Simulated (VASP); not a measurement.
Wanted: the native input for a VASP 6.6.1 run.

```
Task                   : single point
Functional             : PBEsol
Potentials or basis    : VASP PAW PBE potentials, release 64 (Hf_pv, B)
Cutoff                 : 520 eV
k mesh                 : 15 × 15 × 12
Occupations            : gaussian, width 0.1 eV
Spin                   : non-collinear spin, zero start, spin-orbit coupling
Starting moments       : [[0.0, 0.0, 0.0], [0.0, 0.0, 0.0], [0.0, 0.0, 0.0]] μB
Dipole correction      : no
Further INCAR settings : ALGO = Normal; EDIFF = 1e-06; NBANDS = 29
```

The structure of HfB2 lies in POSCAR:

```
HfB2
1.0
    3.1272675614      0.0000000000      0.0000000000
   -1.5636337807      2.7082931526      0.0000000000
    0.0000000000      0.0000000000      3.4469749437
Hf B
1 2
Direct
    0.0000000000      0.0000000000      0.0000000000
    0.3333333333      0.6666666667      0.5000000000
    0.6666666667      0.3333333333      0.5000000000
```

One way to write it, as run:

INCAR

```
SYSTEM = HfB2
ALGO = Normal
EDIFF = 1E-6
ENCUT = 520
GGA = PS
GGA_COMPAT = .False.
ISIF = 2
ISMEAR = 0
LASPH = .True.
LCHARG = .True.
LMAXMIX = 4
LNONCOLLINEAR = .True.
LORBIT = 11
LORBMOM = .True.
LREAL = .False.
LSORBIT = .True.
LVHAR = .True.
LWAVE = .False.
MAGMOM = 0 0 0 0 0 0 0 0 0
NBANDS = 29
NELM = 150
PREC = Accurate
SIGMA = 0.1
```

KPOINTS

```
k-points
0
Gamma
  15 15 12
  0 0 0
```

Potentials or basis: VASP PAW PBE potentials, release 64 (Hf_pv, B).

Command:

```sh
$ cat potpaw_PBE.64/Hf_pv/POTCAR potpaw_PBE.64/B/POTCAR > POTCAR
$ mpirun -np 1 vasp_ncl > vasp.out
```

It gave:

```yaml
Pressure: 0.0 GPa
Net_moment: 0.00 μB per cell
Valence_electrons_inside_the_program's_atomic_spheres: Hf 8.86; B 1.95
```

Caveat: the PAW data sets were made with another functional, which shifts forces and pressure a little.

Run time: 2.8 min on 1 thread of AMD EPYC 9R45 96-Core Processor (Zen 5), with other jobs on the host, peak memory 0.34 GiB.
